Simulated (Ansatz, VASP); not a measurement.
## Two plane-wave programs on RbBr

The input INCAR:

```
PREC = Accurate
ENCUT = 500
EDIFF = 1E-6
ISMEAR = 0
SIGMA = 0.1
LREAL = F
LASPH = T
NELM = 120
ALGO = Normal
ISIF = 2
LWAVE = F
LCHARG = F
GGA = PS
NBANDS = 15
GGA_COMPAT = F
```

KPOINTS

```
Automatic mesh
0
Gamma
  6 6 6
```

Contents of POSCAR:

```
RbBr
1.0
    0.0000000000      3.3225570368      3.3225570368
    3.3225570368      0.0000000000      3.3225570368
    3.3225570368      3.3225570368      0.0000000000
Rb Br
1 1
Direct
    0.0000000000      0.0000000000      0.0000000000
    0.5000000000      0.5000000000      0.5000000000
```

Input for Ansatz:

```yaml
crystal:
  lattice:
    - [0.0, 3.3225570368, 3.3225570368]
    - [3.3225570368, 0.0, 3.3225570368]
    - [3.3225570368, 3.3225570368, 0.0]
  atoms:
    - { symbol: Rb, position: [0.0, 0.0, 0.0] }
    - { symbol: Br, position: [0.5, 0.5, 0.5] }
basis:
  ecutwfc: 420
kpoints:
  mp_grid: { grid: [6, 6, 6] }
hamiltonian:
  xc: pbesol
scf:
  occupations: { method: gaussian, width: 0.1 }
output:
  forces: true
  stress: true
  eigenvalues: true
```

Alike in both runs: task single point; functional PBEsol; k mesh 6 × 6 × 6; occupations gaussian, width 0.1 eV; no spin polarisation.

|  | VASP | Ansatz |
| --- | --- | --- |
| version | VASP 6.6.1 | Ansatz 0.2.0 |
| potentials or method | VASP PAW PBE potentials, release 64 (Rb_sv, Br), cutoff 500 eV | scalar-relativistic, plane waves, PAW |
| valence electrons in the cell | 16 | 16 |

Ansatz gave:

| Quantity | Value |
| --- | --- |
| gap on the k mesh at the Fermi level (eV) | 4.44 |
| least direct gap on the mesh (eV) | 4.44 |
| pressure (GPa) | 1.5 |

Task: Which values does VASP return?

Result: gap on the k mesh at the Fermi level (eV): 4.43; least direct gap on the mesh (eV): 4.43; pressure (GPa): 1.6.

VASP's potentials were made for PBE, not for PBEsol.
